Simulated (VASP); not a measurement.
Here is a VASP 6.6.1 calculation.

Contents of INCAR:

```
SYSTEM = InAs3
PREC = Accurate
ENCUT = 520
EDIFF = 1E-6
ISMEAR = 0
SIGMA = 0.1
LREAL = .False.
LASPH = .True.
NELM = 60
ALGO = Normal
ISIF = 2
LWAVE = .False.
LCHARG = .True.
GGA = PE
LELF = .True.
LVHAR = .True.
NBANDS = 22
```

KPOINTS

```
regular mesh
0
Gamma
  10 10 10
  0 0 0
```

Contents of POSCAR:

```
InAs3
1.0
    0.0000000000      3.4640910064      3.4640910064
    3.4640910064      0.0000000000      3.4640910064
    3.4640910064      3.4640910064      0.0000000000
In As
1 3
Direct
    0.0000000000      0.0000000000      0.0000000000
    0.2500000000      0.2500000000      0.2500000000
    0.7500000000      0.7500000000      0.7500000000
    0.5000000000      0.5000000000      0.5000000000
```

Potentials or basis: VASP PAW PBE potentials, release 64 (In_d, As).

Run with:

```bash
$ cat potpaw_PBE.64/In_d/POTCAR potpaw_PBE.64/As/POTCAR > POTCAR
$ mpirun -np 1 vasp_std > vasp.out
```

(1) Estimate the band gap on the k mesh.

(2) What does it give for the pressure?

## Answers

(1) zero (band 14 reaches 7.73 eV, above the bottom of band 15 at 4.88 eV).

(2) 0.1 GPa.

Caveat: the cell differs from its parent crystal (Sb replaced by As, lengths x 0.936, strained); spin-orbit coupling is left out, which moves the levels of the heavy elements.
